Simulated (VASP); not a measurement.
# Si7O16 (a cell with a defect) in VASP: relaxation of the atoms with PBE+D3(BJ)

Aim: the relaxation of the atoms of Si7O16 (a cell with a defect) with PBE+D3(BJ).

Everything below comes from runs of VASP 6.6.1. Logs are shortened: lines on timing, memory, paths and dates and some standing lists are left out, and cuts for length are marked.

### 1 The cell of the first run

The cell holds a defect, 23 atoms: a = 5.877 Å, b = 5.877 Å, c = 5.320 Å, α = 90.00°, β = 90.00°, γ = 90.00°.

### 2 Relaxation of the atoms, PBE+D3(BJ)

INCAR

```
SYSTEM = Si7O16
PREC = Accurate
ENCUT = 520
EDIFF = 1E-6
ISMEAR = -1
SIGMA = 0.05
LREAL = Auto
LASPH = .True.
NELM = 100
ALGO = Normal
ISIF = 2
LWAVE = .False.
LCHARG = .False.
GGA = PE
IVDW = 12
IBRION = 2
NSW = 80
EDIFFG = -0.03
```

KPOINTS

```
Automatic mesh
0
Gamma
  2 2 3
  0 0 0
```

POSCAR

```
Si7O16
1.0
   -4.1560000000     -4.1560000000      0.0000000000
    4.1560000000     -4.1560000000      0.0000000000
    0.0000000000      0.0000000000      5.3202000000
Si O
7 16
Direct
    0.5000000000      0.5000000000      0.5000000000
    0.0000000000      0.5000000000      0.2500000000
    0.0000000000      0.5000000000      0.7500000000
    0.0000000000      0.0000000000      0.0000000000
    0.5000000000      0.0000000000      0.2500000000
    0.0000000000      0.0000000000      0.5000000000
    0.5000000000      0.0000000000      0.7500000000
    0.1938000000      0.5000000000      0.0000000000
    0.0000000000      0.1938000000      0.2500000000
    0.8062000000      0.5000000000      0.0000000000
    0.0000000000      0.8062000000      0.2500000000
    0.1938000000      0.5000000000      0.5000000000
    0.0000000000      0.1938000000      0.7500000000
    0.8062000000      0.5000000000      0.5000000000
    0.0000000000      0.8062000000      0.7500000000
    0.6938000000      0.0000000000      0.0000000000
    0.5000000000      0.6938000000      0.2500000000
    0.3062000000      0.0000000000      0.0000000000
    0.5000000000      0.3062000000      0.2500000000
    0.6938000000      0.0000000000      0.5000000000
    0.5000000000      0.6938000000      0.7500000000
    0.3062000000      0.0000000000      0.5000000000
    0.5000000000      0.3062000000      0.7500000000
```

Potentials or basis: VASP PAW PBE potentials, release 64 (Si, O).

The run is started by

```sh
> cat potpaw_PBE.64/Si/POTCAR potpaw_PBE.64/O/POTCAR > POTCAR
> mpirun -np 1 vasp_std > vasp.out
```

OUTCAR:

```text
SYSTEM = Si7O16
   PREC = Accurate
   ENCUT = 520
   EDIFF = 1E-6
   ISMEAR = -1
   LREAL = Auto
   LASPH = .True.
   NELM = 100
   ISIF = 2
   GGA = PE
   IVDW = 12
   IBRION = 2
   NSW = 80
   EDIFFG = -0.03
 IVDW          = 12

 ion  position               nearest neighbor table
   1  0.500  0.500  0.500-  17 1.75  19 1.75  21 1.75  23 1.75  12 1.80  14 1.80
   2  0.000  0.500  0.250-   8 1.75  10 1.75  12 1.75  14 1.75   9 1.80  11 1.80   3 2.66   3 2.66

   3  0.000  0.500  0.750-   8 1.75  10 1.75  12 1.75  14 1.75  13 1.80  15 1.80   2 2.66   2 2.66

   4  0.000  0.000  0.000-   9 1.75  11 1.75  13 1.75  15 1.75  16 1.80  18 1.80   6 2.66   6 2.66

   5  0.500  0.000  0.250-  16 1.75  18 1.75  20 1.75  22 1.75  17 1.80  19 1.80   7 2.66   7 2.66

   6  0.000  0.000  0.500-   9 1.75  11 1.75  13 1.75  15 1.75  20 1.80  22 1.80   4 2.66   4 2.66

   7  0.500  0.000  0.750-  16 1.75  18 1.75  20 1.75  22 1.75  21 1.80  23 1.80   5 2.66   5 2.66

   8  0.194  0.500  0.000-   2 1.75   3 1.75
   9  0.000  0.194  0.250-   4 1.75   6 1.75   2 1.80
  10  0.806  0.500  0.000-   2 1.75   3 1.75
  11  0.000  0.806  0.250-   4 1.75   6 1.75   2 1.80
  12  0.194  0.500  0.500-   2 1.75   3 1.75   1 1.80
  13  0.000  0.194  0.750-   4 1.75   6 1.75   3 1.80
  14  0.806  0.500  0.500-   2 1.75   3 1.75   1 1.80
  15  0.000  0.806  0.750-   4 1.75   6 1.75   3 1.80
  16  0.694  0.000  0.000-   5 1.75   7 1.75   4 1.80
  17  0.500  0.694  0.250-   1 1.75   5 1.80
  18  0.306  0.000  0.000-   5 1.75   7 1.75   4 1.80
  19  0.500  0.306  0.250-   1 1.75   5 1.80
  20  0.694  0.000  0.500-   5 1.75   7 1.75   6 1.80
  21  0.500  0.694  0.750-   1 1.75   7 1.80
  22  0.306  0.000  0.500-   5 1.75   7 1.75   6 1.80
  23  0.500  0.306  0.750-   1 1.75   7 1.80

  LATTYP: Found a simple tetragonal cell.
 ALAT       =     5.8774715652
 C/A-ratio  =     0.9051851533

  Lattice vectors:

 A1 = (  -4.1560000000,  -4.1560000000,   0.0000000000)
 A2 = (   4.1560000000,  -4.1560000000,   0.0000000000)
 A3 = (   0.0000000000,   0.0000000000,   5.3202000000)

Analysis of symmetry for initial positions (statically):
=====================================================================
 Subroutine PRICEL returns:
 Original cell was already a primitive cell.

 Routine SETGRP: Setting up the symmetry group for a
 simple tetragonal supercell.

 Subroutine GETGRP returns: Found  8 space group operations
 (whereof  8 operations were pure point group operations)
 out of a pool of 16 trial point group operations.

The static configuration has the point symmetry D_2h.

Analysis of symmetry for dynamics (positions and initial velocities):
=====================================================================
 Subroutine PRICEL returns:
 Original cell was already a primitive cell.

 Routine SETGRP: Setting up the symmetry group for a
 simple tetragonal supercell.

 Subroutine GETGRP returns: Found  8 space group operations
 (whereof  8 operations were pure point group operations)
 out of a pool of 16 trial point group operations.

The dynamic configuration has the point symmetry D_2h.

 Subroutine INISYM returns: Found  8 space group operations
 (whereof  8 operations are pure point group operations),
 and found     1 'primitive' translations

----------------------------------------------------------------------------------------

                                     Primitive cell

  volume of cell :     183.7846

  direct lattice vectors                    reciprocal lattice vectors
    -4.156000000 -4.156000000  0.000000000    -0.120307988 -0.120307988  0.000000000
     4.156000000 -4.156000000  0.000000000     0.120307988 -0.120307988  0.000000000
     0.000000000  0.000000000  5.320200000     0.000000000  0.000000000  0.187962859

  length of vectors
     5.877471565  5.877471565  5.320200000     0.170141189  0.170141189  0.187962859

  position of ions in fractional coordinates (direct lattice)
     0.500000000  0.500000000  0.500000000
     0.000000000  0.500000000  0.250000000
     0.000000000  0.500000000  0.750000000
     0.000000000  0.000000000  0.000000000
     0.500000000  0.000000000  0.250000000
     0.000000000  0.000000000  0.500000000
[... 15 lines left out ...]
     0.306200000  0.000000000  0.500000000
     0.500000000  0.306200000  0.750000000

  ion indices of the primitive-cell ions
   primitive index   ion index
                 1           1
                 2           2
                 3           3
                 4           4
                 5           5
                 6           6
[... 15 lines left out ...]
                22          22
                23          23

----------------------------------------------------------------------------------------

 KPOINTS: Automatic mesh

Automatic generation of k-mesh.
 Grid dimensions read from file:
 generate k-points for:    2    2    3

 Generating k-lattice:

  Cartesian coordinates                     Fractional coordinates (reciprocal lattice)
    -0.060153994 -0.060153994  0.000000000     0.500000000  0.000000000  0.000000000
     0.060153994 -0.060153994  0.000000000     0.000000000  0.500000000  0.000000000
     0.000000000  0.000000000  0.062654286     0.000000000  0.000000000  0.333333333

  Length of vectors
     0.085070594  0.085070594  0.062654286

  Shift w.r.t. Gamma in fractional coordinates (k-lattice)
     0.000000000  0.000000000  0.000000000

 Subroutine IBZKPT returns following result:
 ===========================================

 Found      8 irreducible k-points:

 Following reciprocal coordinates:
            Coordinates               Weight
  0.000000  0.000000  0.000000      1.000000
  0.500000  0.000000  0.000000      1.000000
  0.000000  0.500000  0.000000      1.000000
  0.500000  0.500000  0.000000      1.000000
  0.000000  0.000000  0.333333      2.000000
  0.500000  0.000000  0.333333      2.000000
  0.000000  0.500000  0.333333      2.000000
  0.500000  0.500000  0.333333      2.000000
   k-points           NKPTS =      8   k-points in BZ     NKDIM =      8   number of bands    NBANDS=     74
   number of dos      NEDOS =    301   number of ions     NIONS =     23
   total plane-waves  NPLWV =  92160
   dimension x,y,z NGX =    48 NGY =   48 NGZ =   40
   dimension x,y,z NGXF=    96 NGYF=   96 NGZF=   80
   ions per type =               7  16
   NGX,Y,Z   is equivalent  to a cutoff of  13.58, 13.58, 12.50 a.u.
   NGXF,Y,Z  is equivalent  to a cutoff of  27.15, 27.15, 25.00 a.u.
 SYSTEM =  Si7O16
   PREC   = accura    normal or accurate (medium, high low for compatibility)
   ISTART =      0    job   : 0-new  1-cont  2-samecut
   ICHARG =      2    charge: 1-file 2-atom 10-const
   ISPIN  =      1    spin polarized calculation?
   LNONCOLLINEAR =      F non collinear calculations
   LSORBIT =      F    spin-orbit coupling
   LASPH  =      T    aspherical Exc in radial PAW
   ENCUT  =  520.0 eV  38.22 Ry    6.18 a.u.  10.93 10.93  9.89*2*pi/ulx,y,z
   NELM   =    100;   NELMIN=  2; NELMDL= -5     # of ELM steps
   EDIFF  = 0.1E-05   stopping-criterion for ELM
   LREAL  =      T    real-space projection
   EDIFFG = -.3E-01   stopping-criterion for IOM
   NSW    =     80    number of steps for IOM
   IBRION =      2    ionic relax: 0-MD 1-quasi-New 2-CG
   NFREE  =      1    steps in history (QN), initial steepest desc. (CG)
   ISIF   =      2    stress and relaxation
   ISYM   =      2    0-nonsym 1-usesym 2-fastsym
   POTIM  = 0.5000    time-step for ionic-motion
   TEBEG  =    0.0;   TEEND  =   0.0 temperature during run
   PSTRESS=    0.0 pullay stress
   NELECT =     124.0000    total number of electrons
   NUPDOWN=      -1.0000    fix difference up-down
   EMIN   =  10.00;   EMAX   =-10.00  energy-range for DOS
   EFERMI =   0.00;   METHOD = LEGACY
   ISMEAR =    -1;   SIGMA  =   0.05  broadening in eV -4-tet -1-fermi 0-gaus
   EFERMI_NEDOS =   21; number of points for ismear=-14 and -15
   IALGO  =     38    algorithm
   IMIX   =      4    mixing-type and parameters
     AMIX     =   0.40;   BMIX     =  1.00
     AMIX_MAG =   1.60;   BMIX_MAG =  1.00
  volume/ion in A,a.u.               =       7.99        53.92
  Fermi-wavevector in a.u.,A,eV,Ry     =   1.435861  2.713384 28.051086  2.061697
  Thomas-Fermi vector in A             =   2.555113
   LORBIT       =      0    0 simple, 1 ext, 2 COOP (PROOUT), +10 PAW based schemes
   GGA     = PE    functional components
   LHFCALC =     F    Hartree Fock is set to
   AEXX    =    0.0000 exact exchange contribution
   IVDW    =    12    specifies the selected vdW correction
   LEPSILON=     F    determine dielectric tensor
   LRPA    =     F    only Hartree local field effects (RPA)
 conjugate gradient relaxation of ions
 non-spin polarized calculation
  energy-cutoff  :      520.00
  volume of cell :      183.78
 maximum number of plane-waves:      4996
 NGX is ok and might be reduce to    48
   NGX = 21   NGY = 21   NGZ = 19

--------------------------------------- Ionic step        1  -------------------------------------------

 number of electron     123.9999952 magnetization

 Free energy of the ion-electron system (eV)
  ---------------------------------------------------
  ext. energy  EPLUGINS =         0.00000000
  ---------------------------------------------------
  free energy    TOTEN  =      -165.04408224 eV

  energy without entropy =     -164.94091043  energy(sigma->0) =     -164.99249634

------------------------ aborting loop because EDIFF is reached ----------------------------------------

 Edisp (eV)   -4.98306

 E8    (eV) :    -1.6829

  FORCE on cell =-STRESS in cart. coord.  units (eV):
  Direction    XX          YY          ZZ          XY          YZ          ZX
  --------------------------------------------------------------------------------------
  -------------------------------------------------------------------------------------
  Total       9.48149     9.48149     9.37475     1.55992     0.00000     0.00000
  in kB      82.65670    82.65670    81.72617    13.59892     0.00000     0.00000
  external pressure =       82.35 kB  Pullay stress =        0.00 kB
[... 160 lines left out ...]
  FREE ENERGIE OF THE ION-ELECTRON SYSTEM (eV)
  ---------------------------------------------------
  free  energy   TOTEN  =      -170.3814558522 eV

  energy  without entropy=     -170.2777210076  energy(sigma->0) =     -170.32958843

[... ionic steps 4 to 7 ...]

--------------------------------------- Ionic step        8  -------------------------------------------

 number of electron     123.9999928 magnetization

------------------------ aborting loop because EDIFF is reached ----------------------------------------

 Edisp (eV)   -4.98213

 E8    (eV) :    -1.6825
[... 111 lines left out ...]
  energy  without entropy=     -170.3821942410  energy(sigma->0) =     -170.43624994

--------------------------------------- Ionic step       10  -------------------------------------------

 number of electron     123.9999925 magnetization

 Free energy of the ion-electron system (eV)
  ---------------------------------------------------
  ext. energy  EPLUGINS =         0.00000000
  ---------------------------------------------------
  free energy    TOTEN  =      -165.50852635 eV

  energy without entropy =     -165.39974971  energy(sigma->0) =     -165.45413803

 E-fermi :   6.5321     XC(G=0): -12.0304

 val. band max:        6.5079347945   @ k =   0.5000   0.5000   0.0000
 cond. band min:       6.5531711289   @ k =   0.0000   0.0000   0.0000
 fundamental gap:      0.0452363344
 Fermi energy:         6.5320677556

 k-point     1 :       0.0000    0.0000    0.0000
  band No.  band energies     occupation
      1     -15.5564      2.00000
      2     -13.9022      2.00000
      3     -13.3000      2.00000
      4     -13.0305      2.00000
      5     -12.8728      2.00000
      6     -12.5153      2.00000
[... 659 lines left out ...]
  FREE ENERGIE OF THE ION-ELECTRON SYSTEM (eV)
  ---------------------------------------------------
  free  energy   TOTEN  =      -170.4906658240 eV

  energy  without entropy=     -170.3818891822  energy(sigma->0) =     -170.43627750

 reached required accuracy - stopping structural energy minimisation
```

Run time: 31 min. Hardware: 1 thread of Oxide Virtual Turin-like, shared host; peak memory 0.32 GiB.

What came out:

| Quantity | Value |
| --- | --- |
| Free energy | -170.4907 eV |
| Energy gained by relaxing | 20.2 meV/atom |
| Ionic steps | 10 |
| Pressure after relaxing | 11.0 GPa |
| Largest force after relaxing | 0.025 eV/Å |
| Band gap on the k mesh | zero (bands 62 and 63 overlap by 0.15 eV) |
| Dispersion energy per atom | -0.217 eV |

Forces in eV/Å, atoms in the order of the input:
```
Si   0.000  0.000  0.000
Si   0.000  0.000 -0.009
Si   0.000  0.000  0.009
Si   0.000  0.000  0.000
Si   0.000  0.000  0.005
Si   0.000  0.000  0.000
Si   0.000  0.000 -0.005
O   -0.010 -0.010  0.000
O    0.000  0.000  0.007
O    0.010  0.010  0.000
O    0.000  0.000  0.007
O   -0.005 -0.005  0.000
O    0.000  0.000 -0.007
O    0.005  0.005  0.000
O    0.000  0.000 -0.007
O   -0.001 -0.001  0.000
O    0.001 -0.001  0.000
O    0.001  0.001  0.000
O   -0.001  0.001  0.000
O   -0.018 -0.018  0.000
O    0.001 -0.001  0.000
O    0.018  0.018  0.000
O   -0.001  0.001  0.000
```

Stress tensor (GPa, compression positive):
```
10.33  0.47  0.00
 0.47 10.33  0.00
 0.00  0.00 12.26
```

The path:
```
step  energy change (eV)  largest force (eV/Å)  pressure (GPa)
   1              0.0000                1.7349            8.23
   2             -0.3198                1.5021           10.70
   3             -0.3543                0.9657            9.89
   4             -0.4221                0.7689           11.04
   5             -0.4445                0.3749           10.57
   6             -0.4604                0.2035           11.02
   7             -0.4613                0.1526           10.92
   8             -0.4631                0.0588           11.03
   9             -0.4632                0.0547           11.02
  10             -0.4635                0.0251           10.97
```

Final structure:
```cif
data_structure
_symmetry_space_group_name_H-M 'P 1'
_symmetry_Int_Tables_number 1
_cell_length_a 5.8775
_cell_length_b 5.8775
_cell_length_c 5.3202
_cell_angle_alpha 90.000
_cell_angle_beta 90.000
_cell_angle_gamma 90.000
_cell_volume 183.78
loop_
_atom_site_label
_atom_site_type_symbol
_atom_site_fract_x
_atom_site_fract_y
_atom_site_fract_z
_atom_site_occupancy
Si1 Si 0.50000 0.50000 0.50000 1
Si2 Si 0.00000 0.50000 0.24997 1
Si3 Si 0.00000 0.50000 0.75003 1
Si4 Si 0.00000 0.00000 0.00000 1
Si5 Si 0.50000 0.00000 0.24773 1
Si6 Si 0.00000 0.00000 0.50000 1
Si7 Si 0.50000 0.00000 0.75227 1
O1 O 0.18691 0.50000 0.00000 1
O2 O 0.00000 0.19421 0.25129 1
O3 O 0.81309 0.50000 0.00000 1
O4 O 0.00000 0.80579 0.25129 1
O5 O 0.19403 0.50000 0.50000 1
O6 O 0.00000 0.19421 0.74871 1
O7 O 0.80597 0.50000 0.50000 1
O8 O 0.00000 0.80579 0.74871 1
O9 O 0.69653 0.00000 0.00000 1
O10 O 0.50000 0.70578 0.26567 1
O11 O 0.30347 0.00000 0.00000 1
O12 O 0.50000 0.29422 0.26567 1
O13 O 0.69905 0.00000 0.50000 1
O14 O 0.50000 0.70578 0.73433 1
O15 O 0.30095 0.00000 0.50000 1
O16 O 0.50000 0.29422 0.73433 1
```

Caveat: the k points lie up to 0.53 Å⁻¹ apart.

The gap in the log of VASP goes by the Fermi energy; the results here count the filled bands.